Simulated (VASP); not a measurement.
# C4F (R-3m) in VASP: a series of runs

Runs on C4F. Level: PBE+D3(BJ). Tasks: single point.

Everything below comes from runs of VASP 6.6.1. Logs are shortened: lines on timing, memory, paths and dates and some standing lists are left out, and cuts for length are marked.

### 1 The cell of the first run

The structure is trigonal, space group R-3m (No. 166). The conventional cell has a = 4.179 Å, b = 4.179 Å, c = 7.654 Å, α = 90.00°, β = 90.00°, γ = 120.00°. Within 2.3 Å of C (site symmetry 2/m) lie 6 C at 1.76 to 2.09 Å and 2 F at 2.09 Å. C (site symmetry -3m) has 6 C at 1.76 Å within 2.3 Å. F (site symmetry -3m) has 18 C at 2.09 to 2.82 Å within 2.9 Å.

The cell was generated, and may not be a known phase.

### 2 Single point, PBE+D3(BJ)

Input file INCAR:

```
SYSTEM = C4F
ALGO = Normal
EDIFF = 1E-6
ENCUT = 600
GGA = PE
GGA_COMPAT = .FALSE.
ISIF = 2
ISMEAR = 0
IVDW = 12
LASPH = .TRUE.
LCHARG = .FALSE.
LREAL = .FALSE.
LWAVE = .FALSE.
NBANDS = 20
NELM = 120
PREC = Accurate
SIGMA = 0.1
```

Input file KPOINTS:

```
k-points
0
G
  6 6 6
  0 0 0
```

Input file POSCAR:

```
C4F
1.0
    2.0896147581      1.2064396443      2.5512305764
   -2.0896147581      1.2064396443      2.5512305764
    0.0000000000     -2.4128792850      2.5512305781
C F
4 1
Direct
    0.5000000000      0.5000000000      0.0000000000
    0.0000000000      0.5000000000      0.5000000000
    0.5000000000      0.0000000000      0.5000000000
    0.5000000000      0.5000000000      0.5000000000
    0.0000000000      0.0000000000      0.0000000000
```

Potentials or basis: VASP PAW PBE potentials, release 64 (C, F).

The run is started by

```sh
> cat potpaw_PBE.64/C/POTCAR potpaw_PBE.64/F/POTCAR > POTCAR
> mpirun -np 1 vasp_std > vasp.out
```

OUTCAR:

```text
SYSTEM = C4F
   EDIFF = 1E-6
   ENCUT = 600
   GGA = PE
   ISIF = 2
   ISMEAR = 0
   IVDW = 12
   LASPH = .TRUE.
   LREAL = .FALSE.
   NELM = 120
   PREC = Accurate
 IVDW          = 12

 ion  position               nearest neighbor table
   1  0.500  0.500  0.000-   4 1.76   4 1.76
   2  0.000  0.500  0.500-   4 1.76   4 1.76
   3  0.500  0.000  0.500-   4 1.76   4 1.76
   4  0.500  0.500  0.500-   2 1.76   3 1.76   3 1.76   2 1.76   1 1.76   1 1.76
   5  0.000  0.000  0.000-

  LATTYP: Found a trigonal (rhomboedric) cell.
 ALAT       =     3.5115187464
 COS(alpha) =     0.2917730207

  Lattice vectors:

 A1 = (   2.0896147581,   1.2064396443,   2.5512305764)
 A2 = (  -2.0896147581,   1.2064396443,   2.5512305764)
 A3 = (   0.0000000000,  -2.4128792850,   2.5512305781)

Analysis of symmetry for initial positions (statically):
=====================================================================
 Subroutine PRICEL returns:
 Original cell was already a primitive cell.

 Routine SETGRP: Setting up the symmetry group for a
 trigonal (rhombohedral) supercell.

 Subroutine GETGRP returns: Found 12 space group operations
 (whereof 12 operations were pure point group operations)
 out of a pool of 12 trial point group operations.

The static configuration has the point symmetry D_3d.

Analysis of symmetry for dynamics (positions and initial velocities):
=====================================================================
 Subroutine PRICEL returns:
 Original cell was already a primitive cell.

 Routine SETGRP: Setting up the symmetry group for a
 trigonal (rhombohedral) supercell.

 Subroutine GETGRP returns: Found 12 space group operations
 (whereof 12 operations were pure point group operations)
 out of a pool of 12 trial point group operations.

The dynamic configuration has the point symmetry D_3d.

 Subroutine INISYM returns: Found 12 space group operations
 (whereof 12 operations are pure point group operations),
 and found     1 'primitive' translations

----------------------------------------------------------------------------------------

                                     Primitive cell

  volume of cell :      38.5898

  direct lattice vectors                    reciprocal lattice vectors
     2.089614758  1.206439644  2.551230576     0.239278555  0.138147538  0.130655902
    -2.089614758  1.206439644  2.551230576    -0.239278555  0.138147538  0.130655902
     0.000000000 -2.412879285  2.551230578     0.000000000 -0.276295076  0.130655903

  length of vectors
     3.511518746  3.511518746  3.511518746     0.305630388  0.305630388  0.305630388

  position of ions in fractional coordinates (direct lattice)
     0.500000000  0.500000000  0.000000000
     0.000000000  0.500000000  0.500000000
     0.500000000  0.000000000  0.500000000
     0.500000000  0.500000000  0.500000000
     0.000000000  0.000000000  0.000000000

  ion indices of the primitive-cell ions
   primitive index   ion index
                 1           1
                 2           2
                 3           3
                 4           4
                 5           5

----------------------------------------------------------------------------------------

 KPOINTS: k-points

Automatic generation of k-mesh.
 Grid dimensions read from file:
 generate k-points for:    6    6    6

 Generating k-lattice:

  Cartesian coordinates                     Fractional coordinates (reciprocal lattice)
     0.039879759  0.023024590  0.021775984     0.166666667  0.000000000  0.000000000
    -0.039879759  0.023024590  0.021775984     0.000000000  0.166666667  0.000000000
     0.000000000 -0.046049179  0.021775984     0.000000000  0.000000000  0.166666667

  Length of vectors
     0.050938398  0.050938398  0.050938398

  Shift w.r.t. Gamma in fractional coordinates (k-lattice)
     0.000000000  0.000000000  0.000000000

 Subroutine IBZKPT returns following result:
 ===========================================

 Found     32 irreducible k-points:

 Following reciprocal coordinates:
            Coordinates               Weight
  0.000000  0.000000  0.000000      1.000000
  0.166667  0.000000  0.000000      6.000000
  0.333333  0.000000  0.000000      6.000000
  0.500000  0.000000  0.000000      3.000000
  0.166667  0.166667  0.000000      6.000000
  0.333333  0.166667  0.000000     12.000000
[... 16 lines left out ...]
  0.500000  0.500000  0.166667      6.000000
 -0.333333  0.500000  0.166667     12.000000
 [... further k-points ...]
   k-points           NKPTS =     32   k-points in BZ     NKDIM =     32   number of bands    NBANDS=     20
   number of dos      NEDOS =    301   number of ions     NIONS =      5
   total plane-waves  NPLWV =  21952
   dimension x,y,z NGX =    28 NGY =   28 NGZ =   28
   dimension x,y,z NGXF=    56 NGYF=   56 NGZF=   56
   ions per type =               4   1
   NGX,Y,Z   is equivalent  to a cutoff of  13.26, 13.26, 13.26 a.u.
   NGXF,Y,Z  is equivalent  to a cutoff of  26.51, 26.51, 26.51 a.u.
 SYSTEM =  C4F
   PREC   = accura    normal or accurate (medium, high low for compatibility)
   ISTART =      0    job   : 0-new  1-cont  2-samecut
   ICHARG =      2    charge: 1-file 2-atom 10-const
   ISPIN  =      1    spin polarized calculation?
   LNONCOLLINEAR =      F non collinear calculations
   LSORBIT =      F    spin-orbit coupling
   LASPH  =      T    aspherical Exc in radial PAW
   ENCUT  =  600.0 eV  44.10 Ry    6.64 a.u.   7.01  7.01  7.01*2*pi/ulx,y,z
   NELM   =    120;   NELMIN=  2; NELMDL= -5     # of ELM steps
   EDIFF  = 0.1E-05   stopping-criterion for ELM
   LREAL  =      F    real-space projection
   EDIFFG = 0.1E-04   stopping-criterion for IOM
   NSW    =      0    number of steps for IOM
[... 5 lines left out ...]
   TEBEG  =    0.0;   TEEND  =   0.0 temperature during run
   PSTRESS=    0.0 pullay stress
   NELECT =      23.0000    total number of electrons
   NUPDOWN=      -1.0000    fix difference up-down
   EMIN   =  10.00;   EMAX   =-10.00  energy-range for DOS
   EFERMI =   0.00;   METHOD = LEGACY
   ISMEAR =     0;   SIGMA  =   0.10  broadening in eV -4-tet -1-fermi 0-gaus
   EFERMI_NEDOS =   21; number of points for ismear=-14 and -15
   IALGO  =     38    algorithm
   IMIX   =      4    mixing-type and parameters
     AMIX     =   0.40;   BMIX     =  1.00
     AMIX_MAG =   1.60;   BMIX_MAG =  1.00
  volume/ion in A,a.u.               =       7.72        52.08
  Fermi-wavevector in a.u.,A,eV,Ry     =   1.377716  2.603507 25.825254  1.898103
  Thomas-Fermi vector in A             =   2.502844
   LORBIT       =      0    0 simple, 1 ext, 2 COOP (PROOUT), +10 PAW based schemes
   GGA     = PE    functional components
   LHFCALC =     F    Hartree Fock is set to
   AEXX    =    0.0000 exact exchange contribution
   IVDW    =    12    specifies the selected vdW correction
   LEPSILON=     F    determine dielectric tensor
   LRPA    =     F    only Hartree local field effects (RPA)
 non-spin polarized calculation
 Gauss-broadening in eV      SIGMA  =   0.10
  energy-cutoff  :      600.00
  volume of cell :       38.59
 maximum number of plane-waves:      1312
   NGX = 15   NGY = 15   NGZ = 15

 number of electron      23.0000012 magnetization

 Free energy of the ion-electron system (eV)
  ---------------------------------------------------
  ext. energy  EPLUGINS =         0.00000000
  ---------------------------------------------------
  free energy    TOTEN  =       -24.43222026 eV

  energy without entropy =      -24.42739936  energy(sigma->0) =      -24.42980981

 E-fermi :   5.6619     XC(G=0): -11.9270

 val. band max:        5.5794255663   @ k =   0.3333   0.3333   0.0000
 cond. band min:       5.6655195129   @ k =  -0.3333   0.3333   0.0000
 fundamental gap:      0.0860939465
 Fermi energy:         5.6618728623

 k-point     1 :       0.0000    0.0000    0.0000
  band No.  band energies     occupation
      1     -18.5721      2.00000
      2     -11.5894      2.00000
      3      -4.4486      2.00000
      4      -2.8626      2.00000
      5      -2.8626      2.00000
      6      -0.7825      2.00000
[... 12 lines left out ...]
     19      16.8946      0.00000
     20      16.8946      0.00000

 k-point     2 :       0.1667    0.0000    0.0000
  band No.  band energies     occupation
      1     -18.5129      2.00000
      2     -11.5748      2.00000
      3      -5.2652      2.00000
      4      -3.0693      2.00000
      5      -2.9107      2.00000
      6      -0.5792      2.00000
[... 12 lines left out ...]
     19      16.8791      0.00000
     20      17.5028      0.00000

 k-point     3 :       0.3333    0.0000    0.0000
  band No.  band energies     occupation
      1     -18.3899      2.00000
      2     -11.5283      2.00000
      3      -6.6018      2.00000
      4      -2.9455      2.00000
      5      -2.6064      2.00000
      6      -0.4628      2.00000
[... 12 lines left out ...]
     19      17.1389      0.00000
     20      17.8172      0.00000

 k-point     4 :       0.5000    0.0000    0.0000
  band No.  band energies     occupation
      1     -18.3260      2.00000
      2     -11.4935      2.00000
      3      -7.1540      2.00000
      4      -2.9377      2.00000
      5      -2.2321      2.00000
      6      -0.8259      2.00000
[... 12 lines left out ...]
     19      17.5823      0.00000
     20      17.8094      0.00000

 k-point     5 :       0.1667    0.1667    0.0000
  band No.  band energies     occupation
      1     -18.4872      2.00000
      2     -11.4654      2.00000
      3      -5.3777      2.00000
      4      -4.0014      2.00000
      5      -2.3234      2.00000
      6      -0.7025      2.00000
[... 12 lines left out ...]
     19      16.6598      0.00000
     20      17.4448      0.00000

 k-point     6 :       0.3333    0.1667    0.0000
  band No.  band energies     occupation
      1     -18.3853      2.00000
      2     -11.3118      2.00000
      3      -6.6536      2.00000
      4      -4.0226      2.00000
      5      -1.9909      2.00000
      6      -1.1774      2.00000
[... 12 lines left out ...]
     19      17.0096      0.00000
     20      17.9271      0.00000

 k-point     7 :       0.5000    0.1667    0.0000
  band No.  band energies     occupation
      1     -18.3071      2.00000
      2     -11.2467      2.00000
      3      -7.5055      2.00000
      4      -3.5971      2.00000
      5      -2.1035      2.00000
      6      -1.4066      2.00000
[... 12 lines left out ...]
     19      16.9880      0.00000
     20      18.2322      0.00000
[... 277 lines left out ...]
 k-point    20 :       0.5000    0.3333    0.1667
  band No.  band energies     occupation
      1     -18.2847      2.00000
      2     -10.5303      2.00000
      3      -7.6892      2.00000
      4      -4.8050      2.00000
      5      -3.0906      2.00000
      6      -1.2571      2.00000
[... 12 lines left out ...]
     19      14.2937      0.00000
     20      17.4186      0.00000

 k-point    21 :      -0.3333    0.3333    0.1667
  band No.  band energies     occupation
      1     -18.2644      2.00000
      2     -10.7409      2.00000
      3      -7.9549      2.00000
      4      -4.3043      2.00000
      5      -3.7033      2.00000
      6      -0.4474      2.00000
[... 12 lines left out ...]
     19      14.7007      0.00000
     20      17.3384      0.00000

 k-point    22 :      -0.1667    0.3333    0.1667
  band No.  band energies     occupation
      1     -18.3153      2.00000
      2     -11.1562      2.00000
      3      -7.4364      2.00000
      4      -4.0957      2.00000
      5      -3.0294      2.00000
      6      -0.3843      2.00000
[... 12 lines left out ...]
     19      17.1147      0.00000
     20      17.3061      0.00000

 k-point    23 :       0.5000    0.5000    0.1667
  band No.  band energies     occupation
      1     -18.2502      2.00000
      2      -9.9072      2.00000
      3      -8.5692      2.00000
      4      -5.3008      2.00000
      5      -3.2635      2.00000
      6      -0.5494      2.00000
[... 12 lines left out ...]
     19      12.8676      0.00000
     20      17.3108      0.00000

 k-point    24 :      -0.3333    0.5000    0.1667
  band No.  band energies     occupation
      1     -18.2447      2.00000
      2     -10.2439      2.00000
      3      -8.5601      2.00000
      4      -4.9022      2.00000
      5      -3.4264      2.00000
      6      -0.4367      2.00000
[... 12 lines left out ...]
     19      14.5640      0.00000
     20      17.2641      0.00000

 [... further k-points ...]

------------------------ aborting loop because EDIFF is reached ----------------------------------------

 Edisp (eV)   -0.67131

 E8    (eV) :    -0.1863

  FORCE on cell =-STRESS in cart. coord.  units (eV):
  Direction    XX          YY          ZZ          XY          YZ          ZX
  --------------------------------------------------------------------------------------
  -------------------------------------------------------------------------------------
  Total      -0.11517    -0.11517    -0.05427     0.00000     0.00000     0.00000
  in kB      -4.78145    -4.78145    -2.25329     0.00000     0.00000     0.00000
  external pressure =       -3.94 kB  Pullay stress =        0.00 kB

 VOLUME and BASIS-vectors are now :
 -----------------------------------------------------------------------------
  energy-cutoff  :      600.00
  volume of cell :       38.59
      direct lattice vectors                 reciprocal lattice vectors
     2.089614758  1.206439644  2.551230576     0.239278555  0.138147538  0.130655902
    -2.089614758  1.206439644  2.551230576    -0.239278555  0.138147538  0.130655902
     0.000000000 -2.412879285  2.551230578     0.000000000 -0.276295076  0.130655903

 POSITION                                       TOTAL-FORCE (eV/Angst)
 -----------------------------------------------------------------------------------
      0.00000      1.20644      2.55123        -0.000000      0.000000     -0.000000
     -1.04481     -0.60322      2.55123         0.000000     -0.000000      0.000000
      1.04481     -0.60322      2.55123         0.000000     -0.000000     -0.000000
      0.00000      0.00000      3.82685        -0.000000      0.000000      0.000000
      0.00000      0.00000      0.00000        -0.000000     -0.000000      0.000000
 -----------------------------------------------------------------------------------
    total drift:                                0.000000     -0.000000      0.000000

  FREE ENERGIE OF THE ION-ELECTRON SYSTEM (eV)
  ---------------------------------------------------
  free  energy   TOTEN  =       -25.1035315169 eV

  energy  without entropy=      -25.0987106252  energy(sigma->0) =      -25.10112107
```

It took 27 s on 1 thread of Intel Xeon Platinum 8259CL at 2.50GHz (Skylake/Cascade Lake), shared host; peak memory 0.17 GiB.

Results:

```
Free energy                : -25.1035 eV
Pressure                   : -0.4 GPa
Band gap on the k mesh     : zero (an odd number of electrons rules out a gap without spin polarisation)
Dispersion energy per atom : -0.134 eV
```

Stress tensor (GPa, compression positive):
```
-0.48  0.00  0.00
 0.00 -0.48  0.00
 0.00  0.00 -0.23
```

Caveat: an odd number of electrons without spin polarisation forces a metal; a magnetic or distorted state may lie lower.

(Continued in part 2 of 2.)

The gap in the log of VASP goes by the Fermi energy; the results here count the filled bands.